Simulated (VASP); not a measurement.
# Ag in VASP: a series of runs

The runs below take Ag through single point, relaxation of cell and atoms, with PBEsol.

All numbers are computed with VASP 6.6.1; they aren't measurements. Logs are shortened: lines on timing, memory, paths and dates and some standing lists are left out, and cuts for length are marked.

### 1 The cell of the first run

It takes space group R-3m (No. 166, trigonal). Conventional cell: a = 2.900 Å, b = 2.900 Å, c = 6.881 Å, α = 90.00°, β = 90.00°, γ = 120.00°. Within 3.7 Å of Ag (site symmetry -3m) lie 12 Ag at 2.84 to 2.90 Å.

### 2 Single point, PBEsol

Contents of INCAR:

```
PREC = Accurate ; ENCUT = 520
EDIFF = 1E-7 ; ISMEAR = 0
SIGMA = 0.1 ; LREAL = False
LASPH = True ; NELM = 100
ALGO = Fast ; ISIF = 2
LWAVE = False ; LCHARG = False
GGA = PS ; NBANDS = 18
```

Contents of KPOINTS:

```
Automatic mesh
0
Gamma
  6 6 6
```

Contents of POSCAR:

```
Ag
1.0
    1.4499361090      0.8371210028      4.5872600792
   -1.4499361090      0.8371210028      4.5872600792
    0.0000000000     -1.6742420057      4.5872600792
Ag
2
Direct
    0.2499956141      0.2499956141      0.2499956141
    0.7500043859      0.7500043859      0.7500043859
```

Potentials or basis: VASP PAW PBE potentials, release 64 (Ag).

Started as:

```console
$ cat potpaw_PBE.64/Ag/POTCAR > POTCAR
$ mpirun -np 1 vasp_std > vasp.out
```

OUTCAR:

```text
PREC = Accurate
   ENCUT = 520
   EDIFF = 1E-7
   ISMEAR = 0
   LREAL = False
   LASPH = True
   NELM = 100
   ISIF = 2
   GGA = PS

 ion  position               nearest neighbor table
   1  0.250  0.250  0.250-   2 2.84   2 2.84   2 2.84   2 2.84   2 2.84   2 2.84
   2  0.750  0.750  0.750-   1 2.84   1 2.84   1 2.84   1 2.84   1 2.84   1 2.84

  LATTYP: Found a trigonal (rhomboedric) cell.
 ALAT       =     4.8832408632
 COS(alpha) =     0.8236759979

  Lattice vectors:

 A1 = (   1.4499361090,   0.8371210028,   4.5872600792)
 A2 = (  -1.4499361090,   0.8371210028,   4.5872600792)
 A3 = (   0.0000000000,  -1.6742420057,   4.5872600792)

Analysis of symmetry for initial positions (statically):
=====================================================================
 Subroutine PRICEL returns:
 Original cell was already a primitive cell.

 Routine SETGRP: Setting up the symmetry group for a
 trigonal (rhombohedral) supercell.

 Subroutine GETGRP returns: Found 12 space group operations
 (whereof 12 operations were pure point group operations)
 out of a pool of 12 trial point group operations.

The static configuration has the point symmetry D_3d.

Analysis of symmetry for dynamics (positions and initial velocities):
=====================================================================
 Subroutine PRICEL returns:
 Original cell was already a primitive cell.

 Routine SETGRP: Setting up the symmetry group for a
 trigonal (rhombohedral) supercell.

 Subroutine GETGRP returns: Found 12 space group operations
 (whereof 12 operations were pure point group operations)
 out of a pool of 12 trial point group operations.

The dynamic configuration has the point symmetry D_3d.

 Subroutine INISYM returns: Found 12 space group operations
 (whereof 12 operations are pure point group operations),
 and found     1 'primitive' translations

----------------------------------------------------------------------------------------

                                     Primitive cell

  volume of cell :      33.4073

  direct lattice vectors                    reciprocal lattice vectors
     1.449936109  0.837121003  4.587260079     0.344842781  0.199095072  0.072665017
    -1.449936109  0.837121003  4.587260079    -0.344842781  0.199095072  0.072665017
     0.000000000 -1.674242006  4.587260079     0.000000000 -0.398190145  0.072665017

  length of vectors
     4.883240863  4.883240863  4.883240863     0.404766101  0.404766101  0.404766101

  position of ions in fractional coordinates (direct lattice)
[... 79 lines left out ...]
   EDIFF  = 0.1E-06   stopping-criterion for ELM
   LREAL  =      F    real-space projection
   EDIFFG = 0.1E-05   stopping-criterion for IOM
   NSW    =      0    number of steps for IOM
   IBRION =     -1    ionic relax: 0-MD 1-quasi-New 2-CG
   NFREE  =      0    steps in history (QN), initial steepest desc. (CG)
   ISIF   =      2    stress and relaxation
   ISYM   =      2    0-nonsym 1-usesym 2-fastsym
   POTIM  = 0.5000    time-step for ionic-motion
   TEBEG  =    0.0;   TEEND  =   0.0 temperature during run
   PSTRESS=    0.0 pullay stress
   NELECT =      22.0000    total number of electrons
   NUPDOWN=      -1.0000    fix difference up-down
   EMIN   =  10.00;   EMAX   =-10.00  energy-range for DOS
   EFERMI =   0.00;   METHOD = LEGACY
   ISMEAR =     0;   SIGMA  =   0.10  broadening in eV -4-tet -1-fermi 0-gaus
   EFERMI_NEDOS =   21; number of points for ismear=-14 and -15
   IALGO  =     68    algorithm
   IMIX   =      4    mixing-type and parameters
     AMIX     =   0.40;   BMIX     =  1.00
     AMIX_MAG =   1.60;   BMIX_MAG =  1.00
  volume/ion in A,a.u.               =      16.70       112.72
  Fermi-wavevector in a.u.,A,eV,Ry     =   1.424301  2.691539 27.601237  2.028634
  Thomas-Fermi vector in A             =   2.544807
   LORBIT       =      0    0 simple, 1 ext, 2 COOP (PROOUT), +10 PAW based schemes
   GGA     = PS    functional components
   LHFCALC =     F    Hartree Fock is set to
   AEXX    =    0.0000 exact exchange contribution
   IVDW    =     0    specifies the selected vdW correction
   LEPSILON=     F    determine dielectric tensor
   LRPA    =     F    only Hartree local field effects (RPA)
 non-spin polarized calculation
 RMM-DIIS sequential band-by-band and
 Gauss-broadening in eV      SIGMA  =   0.10
  energy-cutoff  :      520.00
  volume of cell :       33.41
 maximum number of plane-waves:       936
   NGX = 19   NGY = 19   NGZ = 19

 number of electron      21.9999996 magnetization

 Free energy of the ion-electron system (eV)
  ---------------------------------------------------
  ext. energy  EPLUGINS =         0.00000000
  ---------------------------------------------------
  free energy    TOTEN  =        -6.54500061 eV

  energy without entropy =       -6.54140079  energy(sigma->0) =       -6.54320070

 E-fermi :   8.3455     XC(G=0): -12.5344

 val. band max:        8.2509562579   @ k =   0.0000   0.0000   0.0000
 cond. band min:       8.3646438770   @ k =  -0.3333  -0.3333   0.1667
 fundamental gap:      0.1136876191
 Fermi energy:         8.3455488855

 k-point     1 :       0.0000    0.0000    0.0000
  band No.  band energies     occupation
      1       0.5361      2.00000
      2       2.0195      2.00000
      3       3.5933      2.00000
      4       3.5933      2.00000
      5       3.6317      2.00000
      6       3.6317      2.00000
[... 481 lines left out ...]
      5       4.1488      2.00000
      6       4.3212      2.00000
[... 10 lines left out ...]
     17      22.1122      0.00000
     18      24.3075      0.00000

 [... further k-points ...]

------------------------ aborting loop because EDIFF is reached ----------------------------------------

  FORCE on cell =-STRESS in cart. coord.  units (eV):
  Direction    XX          YY          ZZ          XY          YZ          ZX
  --------------------------------------------------------------------------------------
  -------------------------------------------------------------------------------------
  Total       -0.0137912     -0.0137912      0.0172769      0.0000000     -0.0000000     -0.0000000
  in kB       -0.6614094     -0.6614094      0.8285781      0.0000000     -0.0000000     -0.0000000
  external PRESSURE =      -0.1647469 kB  Pullay stress =       0.0000000 kB

 VOLUME and BASIS-vectors are now :
 -----------------------------------------------------------------------------
  energy-cutoff  :      520.00
  volume of cell :       33.41
      direct lattice vectors                 reciprocal lattice vectors
     1.449936109  0.837121003  4.587260079     0.344842781  0.199095072  0.072665017
    -1.449936109  0.837121003  4.587260079    -0.344842781  0.199095072  0.072665017
     0.000000000 -1.674242006  4.587260079     0.000000000 -0.398190145  0.072665017

 POSITION                                       TOTAL-FORCE (eV/Angst)
 -----------------------------------------------------------------------------------
      0.00000     -0.00000      3.44038         0.000000     -0.000000      0.000850
      0.00000     -0.00000     10.32140         0.000000      0.000000     -0.000850
 -----------------------------------------------------------------------------------
    total drift:                               -0.000000      0.000000      0.000000

  FREE ENERGIE OF THE ION-ELECTRON SYSTEM (eV)
  ---------------------------------------------------
  free  energy   TOTEN  =        -6.5450006104 eV

  energy  without entropy=       -6.5414007924  energy(sigma->0) =       -6.54320070
```

stdout:

```text
POSCAR found type information on POSCAR Ag
 POSCAR found :  1 types and       2 ions
 scaLAPACK will be used
 -----------------------------------------------------------------------------
|                                                                             |
|                                                                             |
|     You enforced a specific xc type in the INCAR file but a different       |
|     I HOPE YOU KNOW WHAT YOU ARE DOING!                                     |
|                                                                             |
 -----------------------------------------------------------------------------

 LDA part: xc-table for (Slater+PW92), standard interpolation
 POSCAR, INCAR and KPOINTS ok, starting setup
 FFT: planning ... GRIDC
 FFT: planning ... GRID_SOFT
 FFT: planning ... GRID
 WAVECAR not read
 entering main loop
```

Wall time 22 s (1 thread of Intel Xeon 6975P-C (Granite Rapids), shared host); peak memory 0.2 GiB.

What came out:

```yaml
Free_energy: -6.5450 eV
Pressure: 0.0 GPa
Band_gap_on_the_k_mesh: zero (band 11 reaches 11.67 eV, above the bottom of band 12 at 4.82 eV)
```

Caveat: the k points lie up to 0.42 Å⁻¹ apart; the PAW data sets were made with another functional, which shifts forces and pressure a little.

### 3 Single point, PBEsol

This run uses another cell than the first one: it holds 1 atom, not 2.

Contents of INCAR:

```
SYSTEM = Ag
PREC = Accurate
ENCUT = 520
EDIFF = 1E-7
ISMEAR = 0
SIGMA = 0.1
LREAL = .FALSE.
LASPH = .TRUE.
NELM = 100
ALGO = Fast
ISIF = 2
LWAVE = .FALSE.
LCHARG = .FALSE.
GGA = PS
NBANDS = 12
```

Contents of KPOINTS:

```
regular mesh
0
G
  24 24 24
  0 0 0
```

Contents of POSCAR:

```
Ag
1.0
    0.0000000000      2.0267750667      2.0267750667
    2.0267750667      0.0000000000      2.0267750667
    2.0267750667      2.0267750667      0.0000000000
Ag
1
Direct
    0.5000000000      0.5000000000      0.5000000000
```

Potentials or basis: VASP PAW PBE potentials, release 64 (Ag).

Started as:

```console
$ cat potpaw_PBE.64/Ag/POTCAR > POTCAR
$ mpirun -np 1 vasp_std > vasp.out
```

Wall time 26 s (1 thread of Intel Xeon 6975P-C (Granite Rapids), shared host); peak memory 0.2 GiB.

Results (log left out):

```yaml
Free_energy: -3.3115 eV
Pressure: -0.3 GPa
```

Levels at points of the mesh, in eV from the Fermi level:
| k point | band 4 | band 5 | band 6 | band 7 | band 8 | band 9 |
| --- | --- | --- | --- | --- | --- | --- |
| (0.00, 0.00, 0.00) | -4.87 | -3.78 | -3.78 | 16.02 | 19.73 | 19.73 |
| (0.50, 0.00, 0.00) | -2.95 | -2.95 | -0.54 | 3.70 | 15.26 | 18.04 |
| (0.50, 0.50, 0.00) | -2.73 | -2.73 | 1.50 | 6.89 | 10.71 | 10.71 |

Caveat: the PAW data sets were made with another functional, which shifts forces and pressure a little.

### 4 Relaxation of cell and atoms, PBEsol

This run uses another cell than the first one: it holds 1 atom, not 2.

Contents of INCAR:

```
SYSTEM = Ag
ALGO = Normal ; EDIFF = 1E-7
EDIFFG = -0.01 ; ENCUT = 600
GGA = PS ; IBRION = 2
ISIF = 3 ; ISMEAR = 0
LASPH = .TRUE. ; LCHARG = .FALSE.
LREAL = .FALSE. ; LWAVE = .FALSE.
NELM = 60 ; NSW = 100
PREC = Accurate ; SIGMA = 0.1
```

Contents of KPOINTS:

```
k-points
0
G
  24 24 24
  0 0 0
```

Contents of POSCAR:

```
Ag
1.0
    0.0000000000      2.0279168299      2.0279168299
    2.0279168299      0.0000000000      2.0279168299
    2.0279168299      2.0279168299      0.0000000000
Ag
1
Direct
    0.5000000000      0.5000000000      0.5000000000
```

Potentials or basis: VASP PAW PBE potentials, release 64 (Ag).

Started as:

```console
$ cat potpaw_PBE.64/Ag/POTCAR > POTCAR
$ mpirun -np 1 vasp_std > vasp.out
```

OUTCAR:

```text
SYSTEM = Ag
   EDIFF = 1E-7
   EDIFFG = -0.01
   ENCUT = 600
   GGA = PS
   IBRION = 2
   ISIF = 3
   ISMEAR = 0
   LASPH = .TRUE.
   LREAL = .FALSE.
   NELM = 60
   NSW = 100
   PREC = Accurate

 ion  position               nearest neighbor table
   1  0.500  0.500  0.500-

  LATTYP: Found a face centered cubic cell.
 ALAT       =     4.0558336598

  Lattice vectors:

 A1 = (   0.0000000000,   2.0279168299,   2.0279168299)
 A2 = (   2.0279168299,   0.0000000000,   2.0279168299)
 A3 = (   2.0279168299,   2.0279168299,   0.0000000000)

Analysis of symmetry for initial positions (statically):
=====================================================================
 Subroutine PRICEL returns:
 Original cell was already a primitive cell.

 Routine SETGRP: Setting up the symmetry group for a
 face centered cubic supercell.

 Subroutine GETGRP returns: Found 48 space group operations
 (whereof 48 operations were pure point group operations)
 out of a pool of 48 trial point group operations.

The static configuration has the point symmetry O_h .

Analysis of symmetry for dynamics (positions and initial velocities):
=====================================================================
 Subroutine PRICEL returns:
 Original cell was already a primitive cell.

 Routine SETGRP: Setting up the symmetry group for a
 face centered cubic supercell.

 Subroutine GETGRP returns: Found 48 space group operations
 (whereof 48 operations were pure point group operations)
 out of a pool of 48 trial point group operations.

The dynamic configuration has the point symmetry O_h .

 Subroutine INISYM returns: Found 48 space group operations
 (whereof 48 operations are pure point group operations),
 and found     1 'primitive' translations

----------------------------------------------------------------------------------------

                                     Primitive cell

[... 124 lines left out ...]
 maximum number of plane-waves:       568
   NGX = 11   NGY = 11   NGZ = 11

--------------------------------------- Ionic step        1  -------------------------------------------

 number of electron      11.0000001 magnetization

 Free energy of the ion-electron system (eV)
  ---------------------------------------------------
  ext. energy  EPLUGINS =         0.00000000
  ---------------------------------------------------
  free energy    TOTEN  =        -3.31158035 eV

  energy without entropy =       -3.31054018  energy(sigma->0) =       -3.31106027

------------------------ aborting loop because EDIFF is reached ----------------------------------------

  FORCE on cell =-STRESS in cart. coord.  units (eV):
  Direction    XX          YY          ZZ          XY          YZ          ZX
  --------------------------------------------------------------------------------------
  -------------------------------------------------------------------------------------
  Total       -0.0452566     -0.0452566     -0.0452566      0.0000000      0.0000000     -0.0000000
  in kB       -4.3472255     -4.3472255     -4.3472255      0.0000000      0.0000000     -0.0000000
  external PRESSURE =      -4.3472255 kB  Pullay stress =       0.0000000 kB
[... 57 lines left out ...]
--------------------------------------- Ionic step        3  -------------------------------------------

 number of electron      11.0000001 magnetization

 Free energy of the ion-electron system (eV)
  ---------------------------------------------------
  ext. energy  EPLUGINS =         0.00000000
  ---------------------------------------------------
  free energy    TOTEN  =        -3.31166620 eV

  energy without entropy =       -3.31063285  energy(sigma->0) =       -3.31114952

 E-fermi :   8.6068     XC(G=0): -12.5661

 val. band max:        8.6064911696   @ k =   0.5000   0.2500   0.0833
 cond. band min:       8.6359564529   @ k =   0.5000   0.1667   0.0417
 fundamental gap:      0.0294652832
 Fermi energy:         8.6067962260

 k-point     1 :       0.0000    0.0000    0.0000
  band No.  band energies     occupation
      1       0.5708      2.00000
      2       3.7265      2.00000
      3       3.7265      2.00000
      4       3.7265      2.00000
      5       4.8218      2.00000
      6       4.8218      2.00000
      7      24.6319      0.00000
      8      28.3568      0.00000
      9      28.3568      0.00000
[... 265 lines left out ...]
 k-point    24 :       0.4583    0.0417    0.0000
  band No.  band energies     occupation
      1       2.0880      2.00000
      2       3.6972      2.00000
      3       3.7522      2.00000
      4       5.4325      2.00000
      5       5.6395      2.00000
      6       7.6377      2.00000
      7      13.0982      0.00000
      8      23.9399      0.00000
      9      26.3877      0.00000

 [... further k-points ...]

------------------------ aborting loop because EDIFF is reached ----------------------------------------

  FORCE on cell =-STRESS in cart. coord.  units (eV):
  Direction    XX          YY          ZZ          XY          YZ          ZX
  --------------------------------------------------------------------------------------
  -------------------------------------------------------------------------------------
  Total        0.0009073      0.0009073      0.0009073     -0.0000000     -0.0000000     -0.0000000
  in kB        0.0874772      0.0874772      0.0874772     -0.0000000     -0.0000000     -0.0000000
  external PRESSURE =       0.0874772 kB  Pullay stress =       0.0000000 kB
[... 16 lines left out ...]
  FREE ENERGIE OF THE ION-ELECTRON SYSTEM (eV)
  ---------------------------------------------------
  free  energy   TOTEN  =        -3.3116661982 eV

  energy  without entropy=       -3.3106328497  energy(sigma->0) =       -3.31114952

 reached required accuracy - stopping structural energy minimisation
```

Wall time 35 s (1 thread of Intel Xeon 6975P-C (Granite Rapids), shared host); peak memory 0.21 GiB.

What came out:

* Free energy: -3.3117 eV
* Relaxed volume: 16.62 Å³/atom
* Relaxed cell: a = 2.864 Å, b = 2.864 Å, c = 2.864 Å, α = 60.00°, β = 60.00°, γ = 60.00°
* Space group after relaxing (to 0.05 Å): Fm-3m (No. 225)
* Energy gained by relaxing: 0.1 meV/atom
* Ionic steps: 3
* Pressure after relaxing: 0.0 GPa

Final structure:
```
CELL_PARAMETERS angstrom
0.00000 2.02543 2.02543
2.02543 0.00000 2.02543
2.02543 2.02543 0.00000
ATOMIC_POSITIONS crystal
Ag 0.50000 0.50000 0.50000
```

Caveat: the PAW data sets were made with another functional, which shifts forces and pressure a little.

### 5 Single point, PBEsol

This run uses another cell than the first one: it holds 1 atom, not 2.

Contents of INCAR:

```
SYSTEM = Ag
PREC = Accurate ; ENCUT = 500
EDIFF = 1E-6 ; ISMEAR = 0
SIGMA = 0.1 ; LREAL = .FALSE.
LASPH = .TRUE. ; NELM = 120
ALGO = Normal ; ISIF = 2
LWAVE = .FALSE. ; LCHARG = .FALSE.
GGA = PS ; NBANDS = 12
GGA_COMPAT = .FALSE.
```

Contents of KPOINTS:

```
Automatic mesh
0
G
  8 8 8
  0 0 0
```

Contents of POSCAR:

```
Ag
1.0
   -1.4068359934      1.4068359934      2.1181508964
    1.4068359934     -1.4068359934      2.1181508964
    1.4068359934      1.4068359934     -2.1181508964
Ag
1
Direct
    0.0000000000      0.0000000000      0.0000000000
```

Started as:

```console
$ cat potpaw_PBE.64/Ag/POTCAR > POTCAR
$ mpirun -np 1 vasp_std > vasp.out
```

It took 8.3 s on 1 thread of Intel Xeon 8259CL, shared host; peak memory 0.14 GiB.

Results (log left out):

* Free energy: -3.2758 eV
* Pressure: -0.3 GPa

Stress tensor (GPa, compression positive):
```
-0.16  0.00  0.00
 0.00 -0.16  0.00
 0.00  0.00 -0.56
```

Levels at points of the mesh, in eV from the Fermi level:
```
           k point  band 3  band 4  band 5  band 6  band 7  band 8  band 9  band 10
(0.00, 0.00, 0.00)   -4.58   -4.58   -3.89   -3.45   16.17   19.22   20.07    20.07
(0.50, 0.00, 0.00)   -4.57   -2.92   -2.75   -0.40    3.79   15.05   17.69    18.84
(0.50, 0.50, 0.00)   -2.89   -2.77   -2.46    1.99    7.47   10.40   10.47    17.13
(0.50, 0.50, 0.50)   -2.85   -2.64   -2.64    0.93    5.93   11.55   11.55    18.17
```

Caveat: the k points lie up to 0.39 Å⁻¹ apart; the PAW data sets were made with another functional, which shifts forces and pressure a little.

### 6 The runs side by side

```tsv
task	cell	k mesh	cutoff (eV)	gap on the mesh (eV)	pressure (GPa)
single point	a = 4.883 Å, angles 34.5°, 2 atoms	6 × 6 × 6	520	none	0.0
single point	a = 2.866 Å, angles 60.0°, 1 atom	24 × 24 × 24	520	none	-0.3
relaxation of cell and atoms	relaxed from a = 2.868 Å, angles 60.0°, 1 atom	24 × 24 × 24	600	none	0.0
single point	a = 2.906 Å, angles 122.1, 122.1, 86.4°, 1 atom	8 × 8 × 8	500	none	-0.3
```

Alike in all rows: level PBEsol; potentials or basis VASP PAW PBE potentials, release 64 (Ag); no spin polarisation; smearing gaussian 0.1 eV.

Caveats: some runs use coarse meshes; the PAW data sets were made with another functional, which shifts forces and pressure a little.

Total energies depend on the potentials used, so only differences within one code and one set of settings carry meaning.
